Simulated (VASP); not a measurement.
Set up this calculation in VASP 6.6.1, as the native input.

```yaml
Task: single point
Functional: PBE
Potentials_or_basis: VASP PAW PBE potentials, release 64 (Pb_d, O)
Cutoff: 520 eV
k_mesh: 6 × 6 × 8
Occupations: fermi-dirac, width 0.02 eV
Spin: no spin polarisation
Dipole_correction: no
Further_INCAR_settings: ALGO = Normal; EDIFF = 1e-06; NBANDS = 35
```

The structure of PbO2 lies in POSCAR:

```
PbO2
1.0
    4.9838460811      0.0000000000      0.0000000000
    0.0000000000      4.9838460811      0.0000000000
    0.0000000000      0.0000000000      3.4416985261
Pb O
2 4
Direct
    0.0000000000      0.0000000000      0.0000000000
    0.5000000000      0.5000000000      0.5000000000
    0.3075531877      0.3075531877      0.0000000000
    0.1924468123      0.8075531877      0.5000000000
    0.8075531877      0.1924468123      0.5000000000
    0.6924468123      0.6924468123      0.0000000000
```

This cell differs from its parent crystal: uniaxial z strain +1.0%.

These files were run (other wordings do the same):

INCAR

```
ALGO = Normal
EDIFF = 1E-6
ENCUT = 520
GGA = PE
ISIF = 2
ISMEAR = -1
LASPH = True
LCHARG = False
LREAL = False
LWAVE = False
NBANDS = 35
NELM = 80
PREC = Accurate
SIGMA = 0.02
```

KPOINTS

```
k-points
0
Gamma
  6 6 8
```

Potentials or basis: VASP PAW PBE potentials, release 64 (Pb_d, O).

Launch:

```bash
$ cat potpaw_PBE.64/Pb_d/POTCAR potpaw_PBE.64/O/POTCAR > POTCAR
$ mpirun -np 1 vasp_std > vasp.out
```

It gave:

```json
{
  "Pressure": "4.8 GPa",
  "Largest force": "0.028 eV/Å",
  "Band gap on the k mesh": "0.06 eV (least direct gap 0.10 eV)"
}
```

Caveat: the cell differs from its parent crystal (uniaxial z strain +1.0%); the cell stands under pressure; spin-orbit coupling is left out, which moves the levels of the heavy elements.

It took 2.2 min on 1 thread of Intel(R) Xeon(R) Platinum 8259CL CPU @ 2.50GHz (Skylake/Cascade Lake) (shared host), peak memory 0.27 GiB.
